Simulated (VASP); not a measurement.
# SnO (F-43m) in VASP: a series of runs, part 3 of 3

VASP 6.6.1. Earlier steps stand in the parts before.

### 6 Single point, PBE (volume changed by +6%)

Contents of INCAR:

```
ALGO = Normal
EDIFF = 1E-6
ENCUT = 520
GGA = PE
ISIF = 2
ISMEAR = -1
LASPH = True
LCHARG = False
LREAL = False
LWAVE = False
NBANDS = 17
NELM = 100
PREC = Accurate
SIGMA = 0.02
```

Contents of KPOINTS:

```
k-points
0
Gamma
  6 6 6
```

Contents of POSCAR:

```
SnO
1.0
    0.0000000000      2.7923109518      2.7923109518
    2.7923109518      0.0000000000      2.7923109518
    2.7923109518      2.7923109518      0.0000000000
Sn O
1 1
Direct
    0.0000000000      0.0000000000      0.0000000000
    0.2500000000      0.2500000000      0.2500000000
```

Potentials or basis: VASP PAW PBE potentials, release 64 (Sn_d, O).

Run with:

```
cat potpaw_PBE.64/Sn_d/POTCAR potpaw_PBE.64/O/POTCAR > POTCAR
mpirun -np 1 vasp_std > vasp.out
```

OUTCAR:

```text
EDIFF = 1E-6
   ENCUT = 520
   GGA = PE
   ISIF = 2
   ISMEAR = -1
   LASPH = True
   LREAL = False
   NELM = 100
   PREC = Accurate

 ion  position               nearest neighbor table
   1  0.000  0.000  0.000-   2 2.42   2 2.42   2 2.42   2 2.42
   2  0.250  0.250  0.250-   1 2.42   1 2.42   1 2.42   1 2.42

  LATTYP: Found a face centered cubic cell.
 ALAT       =     5.5846219036

  Lattice vectors:

 A1 = (   0.0000000000,   2.7923109518,   2.7923109518)
 A2 = (   2.7923109518,   0.0000000000,   2.7923109518)
 A3 = (   2.7923109518,   2.7923109518,   0.0000000000)

Analysis of symmetry for initial positions (statically):
=====================================================================
 Subroutine PRICEL returns:
 Original cell was already a primitive cell.

 Routine SETGRP: Setting up the symmetry group for a
 face centered cubic supercell.

 Subroutine GETGRP returns: Found 24 space group operations
 (whereof 24 operations were pure point group operations)
 out of a pool of 48 trial point group operations.

The static configuration has the point symmetry T_d .

Analysis of symmetry for dynamics (positions and initial velocities):
=====================================================================
 Subroutine PRICEL returns:
 Original cell was already a primitive cell.

 Routine SETGRP: Setting up the symmetry group for a
 face centered cubic supercell.

 Subroutine GETGRP returns: Found 24 space group operations
 (whereof 24 operations were pure point group operations)
 out of a pool of 48 trial point group operations.

The dynamic configuration has the point symmetry T_d .

 Subroutine INISYM returns: Found 24 space group operations
 (whereof 24 operations are pure point group operations),
 and found     1 'primitive' translations

----------------------------------------------------------------------------------------

                                     Primitive cell

  volume of cell :      43.5433

  direct lattice vectors                    reciprocal lattice vectors
     0.000000000  2.792310952  2.792310952    -0.179063152  0.179063152  0.179063152
     2.792310952  0.000000000  2.792310952     0.179063152 -0.179063152  0.179063152
     2.792310952  2.792310952  0.000000000     0.179063152  0.179063152 -0.179063152

  length of vectors
     3.948924018  3.948924018  3.948924018     0.310146477  0.310146477  0.310146477

  position of ions in fractional coordinates (direct lattice)
     0.000000000  0.000000000  0.000000000
     0.250000000  0.250000000  0.250000000

  ion indices of the primitive-cell ions
   primitive index   ion index
                 1           1
                 2           2

----------------------------------------------------------------------------------------

 KPOINTS: k-points

Automatic generation of k-mesh.
 Grid dimensions read from file:
 generate k-points for:    6    6    6

 Generating k-lattice:

  Cartesian coordinates                     Fractional coordinates (reciprocal lattice)
    -0.029843859  0.029843859  0.029843859     0.166666667  0.000000000  0.000000000
     0.029843859 -0.029843859  0.029843859     0.000000000  0.166666667  0.000000000
     0.029843859  0.029843859 -0.029843859     0.000000000  0.000000000  0.166666667

  Length of vectors
     0.051691079  0.051691079  0.051691079

  Shift w.r.t. Gamma in fractional coordinates (k-lattice)
     0.000000000  0.000000000  0.000000000

 Subroutine IBZKPT returns following result:
 ===========================================

 Found     16 irreducible k-points:

 Following reciprocal coordinates:
            Coordinates               Weight
  0.000000  0.000000  0.000000      1.000000
  0.166667  0.000000  0.000000      8.000000
  0.333333  0.000000  0.000000      8.000000
  0.500000  0.000000  0.000000      4.000000
  0.166667  0.166667  0.000000      6.000000
  0.333333  0.166667  0.000000     24.000000
[... 8 lines left out ...]
 -0.333333  0.333333  0.166667     24.000000
 -0.333333  0.500000  0.166667     12.000000
   k-points           NKPTS =     16   k-points in BZ     NKDIM =     16   number of bands    NBANDS=     17
   number of dos      NEDOS =    301   number of ions     NIONS =      2
   total plane-waves  NPLWV =  27000
   dimension x,y,z NGX =    30 NGY =   30 NGZ =   30
   dimension x,y,z NGXF=    60 NGYF=   60 NGZF=   60
   ions per type =               1   1
   NGX,Y,Z   is equivalent  to a cutoff of  12.63, 12.63, 12.63 a.u.
   NGXF,Y,Z  is equivalent  to a cutoff of  25.26, 25.26, 25.26 a.u.
 SYSTEM =  unknown system
   PREC   = accura    normal or accurate (medium, high low for compatibility)
   ISTART =      0    job   : 0-new  1-cont  2-samecut
   ICHARG =      2    charge: 1-file 2-atom 10-const
   ISPIN  =      1    spin polarized calculation?
   LNONCOLLINEAR =      F non collinear calculations
   LSORBIT =      F    spin-orbit coupling
   LASPH  =      T    aspherical Exc in radial PAW
   ENCUT  =  520.0 eV  38.22 Ry    6.18 a.u.   7.34  7.34  7.34*2*pi/ulx,y,z
   NELM   =    100;   NELMIN=  2; NELMDL= -5     # of ELM steps
   EDIFF  = 0.1E-05   stopping-criterion for ELM
   LREAL  =      F    real-space projection
[... 7 lines left out ...]
   TEBEG  =    0.0;   TEEND  =   0.0 temperature during run
   PSTRESS=    0.0 pullay stress
   NELECT =      20.0000    total number of electrons
   NUPDOWN=      -1.0000    fix difference up-down
   EMIN   =  10.00;   EMAX   =-10.00  energy-range for DOS
   EFERMI =   0.00;   METHOD = LEGACY
   ISMEAR =    -1;   SIGMA  =   0.02  broadening in eV -4-tet -1-fermi 0-gaus
   EFERMI_NEDOS =   21; number of points for ismear=-14 and -15
   IALGO  =     38    algorithm
   IMIX   =      4    mixing-type and parameters
     AMIX     =   0.40;   BMIX     =  1.00
     AMIX_MAG =   1.60;   BMIX_MAG =  1.00
  volume/ion in A,a.u.               =      21.77       146.92
  Fermi-wavevector in a.u.,A,eV,Ry     =   1.263119  2.386949 21.707694  1.595470
  Thomas-Fermi vector in A             =   2.396493
   LORBIT       =      0    0 simple, 1 ext, 2 COOP (PROOUT), +10 PAW based schemes
   GGA     = PE    functional components
   LHFCALC =     F    Hartree Fock is set to
   AEXX    =    0.0000 exact exchange contribution
   IVDW    =     0    specifies the selected vdW correction
   LEPSILON=     F    determine dielectric tensor
   LRPA    =     F    only Hartree local field effects (RPA)
 non-spin polarized calculation
  energy-cutoff  :      520.00
  volume of cell :       43.54
 maximum number of plane-waves:      1211
 NGX is ok and might be reduce to    30
   NGX = 15   NGY = 15   NGZ = 15

 number of electron      20.0000009 magnetization

 Free energy of the ion-electron system (eV)
  ---------------------------------------------------
  ext. energy  EPLUGINS =         0.00000000
  ---------------------------------------------------
  free energy    TOTEN  =       -10.43873470 eV

  energy without entropy =      -10.43748397  energy(sigma->0) =      -10.43810933

 E-fermi :   4.9633     XC(G=0):  -9.1999

 val. band max:        4.9413222426   @ k =  -0.3333   0.5000   0.1667
 cond. band min:       5.6670441280   @ k =   0.5000   0.3333   0.0000
 fundamental gap:      0.7257218854
 Fermi energy:         4.9633008306

 k-point     1 :       0.0000    0.0000    0.0000
  band No.  band energies     occupation
      1     -16.5682      2.00000
      2     -16.5682      2.00000
      3     -16.5682      2.00000
      4     -16.5414      2.00000
      5     -16.5414      2.00000
      6     -13.1611      2.00000
[... 9 lines left out ...]
     16      16.3265      0.00000
     17      16.3265      0.00000

 k-point     2 :       0.1667    0.0000    0.0000
  band No.  band energies     occupation
      1     -16.5859      2.00000
      2     -16.5633      2.00000
      3     -16.5633      2.00000
      4     -16.5405      2.00000
      5     -16.5405      2.00000
      6     -13.0538      2.00000
[... 9 lines left out ...]
     16      15.5999      0.00000
     17      16.0365      0.00000
[... 261 lines left out ...]
 k-point    16 :      -0.3333    0.5000    0.1667
  band No.  band energies     occupation
      1     -16.6649      2.00000
      2     -16.5547      2.00000
      3     -16.5411      2.00000
      4     -16.5313      2.00000
      5     -16.5223      2.00000
      6     -12.5691      2.00000
[... 9 lines left out ...]
     16      17.3610      0.00000
     17      19.2793      0.00000

------------------------ aborting loop because EDIFF is reached ----------------------------------------

  FORCE on cell =-STRESS in cart. coord.  units (eV):
  Direction    XX          YY          ZZ          XY          YZ          ZX
  --------------------------------------------------------------------------------------
  -------------------------------------------------------------------------------------
  Total       -0.8653083     -0.8653083     -0.8653083     -0.0000000      0.0000000     -0.0000000
  in kB      -31.8390496    -31.8390496    -31.8390496     -0.0000000      0.0000000     -0.0000000
  external PRESSURE =     -31.8390496 kB  Pullay stress =       0.0000000 kB

 VOLUME and BASIS-vectors are now :
 -----------------------------------------------------------------------------
  energy-cutoff  :      520.00
  volume of cell :       43.54
      direct lattice vectors                 reciprocal lattice vectors
     0.000000000  2.792310952  2.792310952    -0.179063152  0.179063152  0.179063152
     2.792310952  0.000000000  2.792310952     0.179063152 -0.179063152  0.179063152
     2.792310952  2.792310952  0.000000000     0.179063152  0.179063152 -0.179063152

 POSITION                                       TOTAL-FORCE (eV/Angst)
 -----------------------------------------------------------------------------------
      0.00000      0.00000      0.00000        -0.000000     -0.000000     -0.000000
      1.39616      1.39616      1.39616         0.000000      0.000000      0.000000
 -----------------------------------------------------------------------------------
    total drift:                                0.000000      0.000000     -0.000000

  FREE ENERGIE OF THE ION-ELECTRON SYSTEM (eV)
  ---------------------------------------------------
  free  energy   TOTEN  =       -10.4387346970 eV

  energy  without entropy=      -10.4374839687  energy(sigma->0) =      -10.43810933
```

stdout:

```text
POSCAR found type information on POSCAR SnO
 POSCAR found :  2 types and       2 ions
 scaLAPACK will be used
 LDA part: xc-table for (Slater+PW92), standard interpolation
 POSCAR, INCAR and KPOINTS ok, starting setup
 FFT: planning ... GRIDC
 FFT: planning ... GRID_SOFT
 FFT: planning ... GRID
 WAVECAR not read
 entering main loop
```

Wall time 18 s (1 thread of Intel Xeon Platinum 8488C (Sapphire Rapids), shared host); peak memory 0.17 GiB.

What came out:

| Quantity | Value |
| --- | --- |
| Free energy | -10.4387 eV |
| Pressure | -3.2 GPa |
| Band gap on the k mesh | zero (band 10 reaches 4.94 eV, above the bottom of band 11 at 4.80 eV) |

Levels at points of the mesh, in eV from the Fermi level:
| k point | band 7 | band 8 | band 9 | band 10 | band 11 | band 12 | band 13 | band 14 |
| --- | --- | --- | --- | --- | --- | --- | --- | --- |
| (0.00, 0.00, 0.00) | -6.10 | -3.06 | -3.06 | -3.06 | 4.33 | 4.33 | 4.33 | 8.56 |
| (0.50, 0.00, 0.00) | -7.33 | -3.45 | -3.45 | -2.22 | 1.84 | 4.50 | 4.50 | 8.47 |
| (0.50, 0.50, 0.00) | -7.22 | -4.13 | -4.13 | -0.27 | -0.17 | 5.03 | 5.03 | 5.65 |

Caveat: spin-orbit coupling is left out, which moves the levels of the heavy elements.

### 7 Overview

```csv
cell,gap on the mesh (eV),pressure (GPa)
"a = 3.794 Å, angles 60.0°, 2 atoms",none,4.6
"a = 3.834 Å, angles 60.0°, 2 atoms",none,2.2
"a = 3.873 Å, angles 60.0°, 2 atoms",none,0.2
"a = 3.911 Å, angles 60.0°, 2 atoms",none,-1.6
"a = 3.949 Å, angles 60.0°, 2 atoms",none,-3.2
```

Alike in all rows: task single point; level PBE; potentials or basis VASP PAW PBE potentials, release 64 (Sn_d, O); no spin polarisation; k mesh 6 × 6 × 6; cutoff (eV) 520; smearing fermi-dirac 0.02 eV.

Caveats: spin-orbit coupling is left out, which moves the levels of the heavy elements.

Total energies depend on the potentials used, so only differences within one code and one set of settings carry meaning.
